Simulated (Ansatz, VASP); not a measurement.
**Si in VASP and in Ansatz**

```
CELL_PARAMETERS angstrom
-2.35010 2.35010 1.31734
2.35010 -2.35010 1.31734
2.35010 2.35010 -1.31734
ATOMIC_POSITIONS crystal
Si 0.25000 0.75000 0.50000
Si 0.50000 0.50000 0.00000
```

Alike in both runs: task single point; functional r2SCAN; k mesh 12 × 12 × 12; no spin polarisation.

|  | VASP | Ansatz |
| --- | --- | --- |
| version | VASP 6.6.1 | Ansatz 0.2.0 |
| potentials or method | VASP PAW PBE potentials, release 64 (Si), cutoff 520 eV | plane waves, PAW |
| occupations | methfessel-paxton of order 1, width 0.1 eV | cold, width 0.1 eV |
| valence electrons in the cell | 8 | 8 |

|  | VASP | Ansatz | Ansatz less VASP |
| --- | --- | --- | --- |
| pressure (GPa) | 5.9 | 6.0 | +0.11 |
| traceless stress, the component that is largest in VASP (GPa) | -2.16 | -2.20 | -0.036 |

VASP's potentials were made for PBE, not for r2SCAN.
